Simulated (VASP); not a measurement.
# C (Fd-3m) in VASP: further runs

The runs below take C through single point, with revpbe exchange, lda correlation, B3LYP.

All numbers are computed with VASP 6.6.1; they aren't measurements. Logs are shortened: lines on timing, memory, paths and dates and some standing lists are left out, and cuts for length are marked.

### Step 1. The cell of the first run

The structure is cubic, space group Fd-3m (No. 227). The conventional cell has a = 3.614 Å, b = 3.614 Å, c = 3.614 Å, α = 90.00°, β = 90.00°, γ = 90.00°. Within 2.1 Å of C (site symmetry -43m) lie 4 C at 1.56 Å.

### Step 2. Single point, revpbe exchange, lda correlation (5.90 Å³/atom)

File INCAR:

```
SYSTEM = C
ALGO = Normal
EDIFF = 1E-6
ENCUT = 600
GGA = LIBXC
GGA_COMPAT = .False.
ISIF = 2
ISMEAR = 0
LASPH = .True.
LCHARG = .True.
LELF = .True.
LIBXC1 = GGA_X_PBE_R
LIBXC2 = LDA_C_PW
LREAL = .False.
LVHAR = .True.
LWAVE = .False.
NBANDS = 11
NELM = 120
PREC = Accurate
SIGMA = 0.1
```

File KPOINTS:

```
k-points
0
Gamma
  13 13 13
  0 0 0
```

File POSCAR:

```
C
1.0
    0.0000000000      1.8068380860      1.8068380860
    1.8068380860      0.0000000000      1.8068380860
    1.8068380860      1.8068380860      0.0000000000
C
2
Direct
    0.7500000000      0.7500000000      0.7500000000
    0.5000000000      0.5000000000      0.5000000000
```

Potentials or basis: VASP PAW PBE potentials, release 64 (C).

Run with:

```
$ cat potpaw_PBE.64/C/POTCAR > POTCAR
$ mpirun -np 1 vasp_std > vasp.out
```

OUTCAR:

```text
SYSTEM = C
   EDIFF = 1E-6
   ENCUT = 600
   GGA = LIBXC
   ISIF = 2
   ISMEAR = 0
   LASPH = .True.
   LREAL = .False.
   NELM = 120
   PREC = Accurate

 ion  position               nearest neighbor table
   1  0.750  0.750  0.750-   2 1.56   2 1.56   2 1.56   2 1.56
   2  0.500  0.500  0.500-   1 1.56   1 1.56   1 1.56   1 1.56

  LATTYP: Found a face centered cubic cell.
 ALAT       =     3.6136761720

  Lattice vectors:

 A1 = (   0.0000000000,   1.8068380860,   1.8068380860)
 A2 = (   1.8068380860,   0.0000000000,   1.8068380860)
 A3 = (   1.8068380860,   1.8068380860,   0.0000000000)

Analysis of symmetry for initial positions (statically):
=====================================================================
 Subroutine PRICEL returns:
 Original cell was already a primitive cell.

 Routine SETGRP: Setting up the symmetry group for a
 face centered cubic supercell.

 Subroutine GETGRP returns: Found 48 space group operations
 (whereof 24 operations were pure point group operations)
 out of a pool of 48 trial point group operations.

The static configuration has the point symmetry T_d .
 The point group associated with its full space group is O_h .

Analysis of symmetry for dynamics (positions and initial velocities):
=====================================================================
 Subroutine PRICEL returns:
 Original cell was already a primitive cell.

 Routine SETGRP: Setting up the symmetry group for a
 face centered cubic supercell.

 Subroutine GETGRP returns: Found 48 space group operations
 (whereof 24 operations were pure point group operations)
 out of a pool of 48 trial point group operations.

The dynamic configuration has the point symmetry T_d .
 The point group associated with its full space group is O_h .

 Subroutine INISYM returns: Found 48 space group operations
 (whereof 24 operations are pure point group operations),
 and found     1 'primitive' translations

----------------------------------------------------------------------------------------

                                     Primitive cell

  volume of cell :      11.7974

  direct lattice vectors                    reciprocal lattice vectors
     0.000000000  1.806838086  1.806838086    -0.276726511  0.276726511  0.276726511
     1.806838086  0.000000000  1.806838086     0.276726511 -0.276726511  0.276726511
     1.806838086  1.806838086  0.000000000     0.276726511  0.276726511 -0.276726511

  length of vectors
     2.555254926  2.555254926  2.555254926     0.479304377  0.479304377  0.479304377

  position of ions in fractional coordinates (direct lattice)
     0.750000000  0.750000000  0.750000000
     0.500000000  0.500000000  0.500000000

  ion indices of the primitive-cell ions
   primitive index   ion index
                 1           1
                 2           2

----------------------------------------------------------------------------------------

 KPOINTS: k-points

Automatic generation of k-mesh.
 Grid dimensions read from file:
 generate k-points for:   13   13   13

 Generating k-lattice:

  Cartesian coordinates                     Fractional coordinates (reciprocal lattice)
    -0.021286655  0.021286655  0.021286655     0.076923077  0.000000000  0.000000000
     0.021286655 -0.021286655  0.021286655     0.000000000  0.076923077  0.000000000
     0.021286655  0.021286655 -0.021286655     0.000000000  0.000000000  0.076923077

  Length of vectors
     0.036869567  0.036869567  0.036869567

  Shift w.r.t. Gamma in fractional coordinates (k-lattice)
     0.000000000  0.000000000  0.000000000

 Subroutine IBZKPT returns following result:
 ===========================================

 Found     84 irreducible k-points:

 Following reciprocal coordinates:
            Coordinates               Weight
  0.000000  0.000000  0.000000      1.000000
  0.076923  0.000000  0.000000      8.000000
  0.153846  0.000000  0.000000      8.000000
  0.230769  0.000000  0.000000      8.000000
  0.307692  0.000000  0.000000      8.000000
  0.384615  0.000000  0.000000      8.000000
[... 16 lines left out ...]
  0.384615  0.153846  0.000000     24.000000
  0.461538  0.153846  0.000000     24.000000
 [... further k-points ...]
   k-points           NKPTS =     84   k-points in BZ     NKDIM =     84   number of bands    NBANDS=     11
   number of dos      NEDOS =    301   number of ions     NIONS =      2
   total plane-waves  NPLWV =   8000
   dimension x,y,z NGX =    20 NGY =   20 NGZ =   20
   dimension x,y,z NGXF=    40 NGYF=   40 NGZF=   40
   ions per type =               2
   NGX,Y,Z   is equivalent  to a cutoff of  13.01, 13.01, 13.01 a.u.
   NGXF,Y,Z  is equivalent  to a cutoff of  26.02, 26.02, 26.02 a.u.
 SYSTEM =  C
   PREC   = accura    normal or accurate (medium, high low for compatibility)
   ISTART =      0    job   : 0-new  1-cont  2-samecut
   ICHARG =      2    charge: 1-file 2-atom 10-const
   ISPIN  =      1    spin polarized calculation?
   LNONCOLLINEAR =      F non collinear calculations
   LSORBIT =      F    spin-orbit coupling
   LASPH  =      T    aspherical Exc in radial PAW
   ENCUT  =  600.0 eV  44.10 Ry    6.64 a.u.   5.10  5.10  5.10*2*pi/ulx,y,z
   NELM   =    120;   NELMIN=  2; NELMDL= -5     # of ELM steps
   EDIFF  = 0.1E-05   stopping-criterion for ELM
   LREAL  =      F    real-space projection
   EDIFFG = 0.1E-04   stopping-criterion for IOM
   NSW    =      0    number of steps for IOM
   IBRION =     -1    ionic relax: 0-MD 1-quasi-New 2-CG
   NFREE  =      0    steps in history (QN), initial steepest desc. (CG)
   ISIF   =      2    stress and relaxation
   ISYM   =      2    0-nonsym 1-usesym 2-fastsym
   POTIM  = 0.5000    time-step for ionic-motion
   TEBEG  =    0.0;   TEEND  =   0.0 temperature during run
   PSTRESS=    0.0 pullay stress
   NELECT =       8.0000    total number of electrons
   NUPDOWN=      -1.0000    fix difference up-down
   EMIN   =  10.00;   EMAX   =-10.00  energy-range for DOS
   EFERMI =   0.00;   METHOD = LEGACY
   ISMEAR =     0;   SIGMA  =   0.10  broadening in eV -4-tet -1-fermi 0-gaus
   EFERMI_NEDOS =   21; number of points for ismear=-14 and -15
   IALGO  =     38    algorithm
   IMIX   =      4    mixing-type and parameters
     AMIX     =   0.40;   BMIX     =  1.00
     AMIX_MAG =   1.60;   BMIX_MAG =  1.00
  volume/ion in A,a.u.               =       5.90        39.81
  Fermi-wavevector in a.u.,A,eV,Ry     =   1.438276  2.717948 28.145530  2.068638
  Thomas-Fermi vector in A             =   2.557261
   LORBIT       =      0    0 simple, 1 ext, 2 COOP (PROOUT), +10 PAW based schemes
   GGA     = LIBXC    functional components
   LHFCALC =     F    Hartree Fock is set to
   AEXX    =    0.0000 exact exchange contribution
   IVDW    =     0    specifies the selected vdW correction
   LEPSILON=     F    determine dielectric tensor
   LRPA    =     F    only Hartree local field effects (RPA)
 non-spin polarized calculation
 Gauss-broadening in eV      SIGMA  =   0.10
  energy-cutoff  :      600.00
  volume of cell :       11.80
 maximum number of plane-waves:       411
   NGX = 11   NGY = 11   NGZ = 11

 number of electron       8.0000000 magnetization

 Free energy of the ion-electron system (eV)
  ---------------------------------------------------
  ext. energy  EPLUGINS =         0.00000000
  ---------------------------------------------------
  free energy    TOTEN  =       -15.40996799 eV

  energy without entropy =      -15.40996799  energy(sigma->0) =      -15.40996799

 E-fermi :   9.5544     XC(G=0): -12.6424

 val. band max:        9.0318818351   @ k =   0.0000   0.0000   0.0000
 cond. band min:      13.5320445218   @ k =   0.3846   0.3846   0.0000
 fundamental gap:      4.5001626867
 Fermi energy:         9.5543680060

 k-point     1 :       0.0000    0.0000    0.0000
  band No.  band energies     occupation
      1     -11.6623      2.00000
      2       9.0319      2.00000
      3       9.0319      2.00000
      4       9.0319      2.00000
      5      14.6924      0.00000
      6      14.6924      0.00000
      7      14.6924      0.00000
      8      21.5327      0.00000
      9      28.8383      0.00000
     10      35.4835      0.00000
     11      35.4835      0.00000

 k-point     2 :       0.0769    0.0000    0.0000
  band No.  band energies     occupation
      1     -11.5045      2.00000
      2       8.0355      2.00000
      3       8.7756      2.00000
      4       8.7756      2.00000
      5      15.0317      0.00000
      6      15.0317      0.00000
      7      15.2670      0.00000
      8      21.7040      0.00000
      9      29.0888      0.00000
     10      33.7909      0.00000
     11      33.7909      0.00000

 k-point     3 :       0.1538    0.0000    0.0000
  band No.  band energies     occupation
      1     -11.0330      2.00000
      2       5.8834      2.00000
      3       8.1882      2.00000
      4       8.1882      2.00000
      5      15.8131      0.00000
      6      15.8131      0.00000
      7      16.2023      0.00000
      8      22.2134      0.00000
      9      29.6444      0.00000
     10      32.2852      0.00000
     11      32.2852      0.00000

 k-point     4 :       0.2308    0.0000    0.0000
  band No.  band energies     occupation
      1     -10.2550      2.00000
      2       3.4001      2.00000
      3       7.5429      2.00000
      4       7.5429      2.00000
      5      16.6269      0.00000
      6      16.6269      0.00000
      7      16.8686      0.00000
      8      22.9830      0.00000
      9      30.0556      0.00000
     10      31.6819      0.00000
     11      31.6819      0.00000

 k-point     5 :       0.3077    0.0000    0.0000
  band No.  band energies     occupation
      1      -9.1868      2.00000
      2       0.9134      2.00000
      3       6.9924      2.00000
      4       6.9924      2.00000
      5      17.1956      0.00000
      6      17.1956      0.00000
      7      17.2435      0.00000
      8      23.8127      0.00000
      9      30.1990      0.00000
     10      32.0876      0.00000
     11      32.0876      0.00000
[... 211 lines left out ...]
 k-point    21 :       0.2308    0.1538    0.0000
  band No.  band energies     occupation
      1     -10.2524      2.00000
      2       5.0239      2.00000
      3       6.2074      2.00000
      4       6.8004      2.00000
      5      14.4033      0.00000
      6      18.4993      0.00000
      7      18.5661      0.00000
      8      21.1979      0.00000
      9      28.8471      0.00000
     10      30.6081      0.00000
     11      36.0288      0.00000

 k-point    22 :       0.3077    0.1538    0.0000
  band No.  band energies     occupation
      1      -9.3810      2.00000
      2       2.7516      2.00000
      3       5.6960      2.00000
      4       6.1929      2.00000
      5      15.1321      0.00000
      6      19.0938      0.00000
      7      19.2957      0.00000
      8      21.1776      0.00000
      9      29.4038      0.00000
     10      30.8562      0.00000
     11      35.6941      0.00000

 k-point    23 :       0.3846    0.1538    0.0000
  band No.  band energies     occupation
      1      -8.2328      2.00000
      2       0.4495      2.00000
      3       5.4081      2.00000
      4       5.4718      2.00000
      5      15.8341      0.00000
      6      19.4091      0.00000
      7      19.5944      0.00000
      8      21.7733      0.00000
      9      30.2833      0.00000
     10      30.8512      0.00000
     11      36.0056      0.00000

 k-point    24 :       0.4615    0.1538    0.0000
  band No.  band energies     occupation
      1      -6.8823      2.00000
      2      -1.6690      2.00000
      3       4.8181      2.00000
      4       5.3631      2.00000
      5      16.2958      0.00000
      6      19.5145      0.00000
      7      19.5609      0.00000
      8      22.9434      0.00000
      9      29.7761      0.00000
     10      32.0190      0.00000
     11      36.0401      0.00000

 [... further k-points ...]
[... 5 lines left out ...]
  --------------------------------------------------------------------------------------
  -------------------------------------------------------------------------------------
  Total        0.0638141      0.0638141      0.0638141     -0.0000000     -0.0000000     -0.0000000
  in kB        8.6664196      8.6664196      8.6664196     -0.0000000     -0.0000000     -0.0000000
  external PRESSURE =       8.6664196 kB  Pullay stress =       0.0000000 kB

 VOLUME and BASIS-vectors are now :
 -----------------------------------------------------------------------------
  energy-cutoff  :      600.00
  volume of cell :       11.80
      direct lattice vectors                 reciprocal lattice vectors
     0.000000000  1.806838086  1.806838086    -0.276726511  0.276726511  0.276726511
     1.806838086  0.000000000  1.806838086     0.276726511 -0.276726511  0.276726511
     1.806838086  1.806838086  0.000000000     0.276726511  0.276726511 -0.276726511

 POSITION                                       TOTAL-FORCE (eV/Angst)
 -----------------------------------------------------------------------------------
      2.71026      2.71026      2.71026         0.000000      0.000000      0.000000
      1.80684      1.80684      1.80684        -0.000000     -0.000000     -0.000000
 -----------------------------------------------------------------------------------
    total drift:                                0.000000     -0.000000      0.000000

  FREE ENERGIE OF THE ION-ELECTRON SYSTEM (eV)
  ---------------------------------------------------
  free  energy   TOTEN  =       -15.4099679903 eV

  energy  without entropy=      -15.4099679903  energy(sigma->0) =      -15.40996799
```

Wall time 9.3 s (1 thread of Intel Xeon 6975P-C (Granite Rapids), shared host); peak memory 0.12 GiB.

What came out:

- Free energy: -15.4100 eV
- Pressure: 0.9 GPa
- Band gap on the k mesh: 4.50 eV (least direct gap 5.66 eV)

Levels at points of the mesh, in eV from the valence-band top:
```csv
k point,band 1,band 2,band 3,band 4,band 5,band 6,band 7,band 8,band 9
"(0.00, 0.00, 0.00)",-20.69,0.00,0.00,0.00,5.66,5.66,5.66,12.50,19.81
```

Caveat: the PAW data sets were made with another functional, which shifts forces and pressure a little; an odd mesh through Γ misses points on the zone boundary, where band edges can lie.

[end of part 1 of 2]
